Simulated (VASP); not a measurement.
Input of a VASP 6.6.1 run:

File INCAR:

```
PREC = Accurate ; ENCUT = 520
EDIFF = 1E-6 ; ISMEAR = 0
SIGMA = 0.03 ; LREAL = F
LASPH = T ; NELM = 80
ALGO = Normal ; ISIF = 2
LWAVE = F ; LCHARG = F
GGA = PS ; NBANDS = 31
```

The input KPOINTS:

```
regular mesh
0
Gamma
  6 6 6
```

POSCAR

```
Si7Ge
1.0
    5.4591768144      0.0000000000      0.0000000000
    0.0000000000      5.4591768144      0.0000000000
    0.0000000000      0.0000000000      5.4591768144
Si Ge
7 1
Direct
    0.2525976817      0.2525976817      0.2525976817
    0.0000000000      0.5000000000      0.5000000000
    0.5000000000      0.5000000000      0.0000000000
    0.5000000000      0.0000000000      0.5000000000
    0.7474023183      0.2525976817      0.7474023183
    0.7474023183      0.7474023183      0.2525976817
    0.2525976817      0.7474023183      0.7474023183
    0.0000000000      0.0000000000     -0.0274766700
```

Potentials or basis: VASP PAW PBE potentials, release 64 (Si, Ge_d).

Run with:

```bash
$ cat potpaw_PBE.64/Si/POTCAR potpaw_PBE.64/Ge_d/POTCAR > POTCAR
$ mpirun -np 1 vasp_std > vasp.out
```

(1) What does it give for the band gap on the k mesh?

(2) Predict the largest force.

(3) What does it give for the pressure?

Results:

(1) 0.14 eV.

(2) 1.850 eV/Å.

(3) 0.3 GPa.

Caveat: the cell differs from its parent crystal (atom 8 (Ge) moved -0.150 Å along Cartesian [0 0 1]); the PAW data sets were made with another functional, which shifts forces and pressure a little.
